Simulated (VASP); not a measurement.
Wanted: the native input for a VASP 6.6.1 run.

```
Task                   : relaxation of the atoms
Functional             : PBE
Potentials or basis    : VASP PAW PBE potentials, release 64 (Sb)
Cutoff                 : 520 eV
k mesh                 : 9 × 9 × 5
Occupations            : fermi-dirac, width 0.05 eV
Spin                   : no spin polarisation
Dipole correction      : no
Further INCAR settings : ALGO = Normal; EDIFF = 1e-06; IBRION = 2; EDIFFG = -0.01; NSW = 60
```

The structure of Sb lies in POSCAR:

```
Sb
1.0
    0.0000000000     -2.3712425200     -2.2763928192
   -2.3712425200      0.0000000000     -2.2763928192
    2.3712425200      2.3712425200     -4.5527856384
Sb
2
Direct
    0.4898204400      0.4577360300      0.5601456900
    0.0101795600      0.0422639700      0.9398543100
```

The input as run:

INCAR

```
PREC = Accurate
ENCUT = 520
EDIFF = 1E-6
ISMEAR = -1
SIGMA = 0.05
LREAL = False
LASPH = True
NELM = 60
ALGO = Normal
ISIF = 2
LWAVE = False
LCHARG = False
GGA = PE
IBRION = 2
NSW = 60
EDIFFG = -0.01
```

KPOINTS

```
Automatic mesh
0
Gamma
  9 9 5
```

Potentials or basis: VASP PAW PBE potentials, release 64 (Sb).

Launch:

```bash
$ cat potpaw_PBE.64/Sb/POTCAR > POTCAR
$ mpirun -np 1 vasp_std > vasp.out
```

Results of the run:

```json
{
  "Energy gained by relaxing": "258.9 meV/atom",
  "Ionic steps": "8",
  "Pressure after relaxing": "5.2 GPa",
  "Largest force after relaxing": "0.007 eV/Å",
  "Band gap on the k mesh": "zero (band 5 reaches 13.34 eV, above the bottom of band 6 at 7.05 eV)"
}
```

Caveat: spin-orbit coupling is left out, which moves the levels of the heavy elements.

Wall time 2.7 min on 1 thread of Intel(R) Xeon(R) Platinum 8259CL CPU @ 2.50GHz (Skylake/Cascade Lake), on a shared host, peak memory 0.23 GiB.
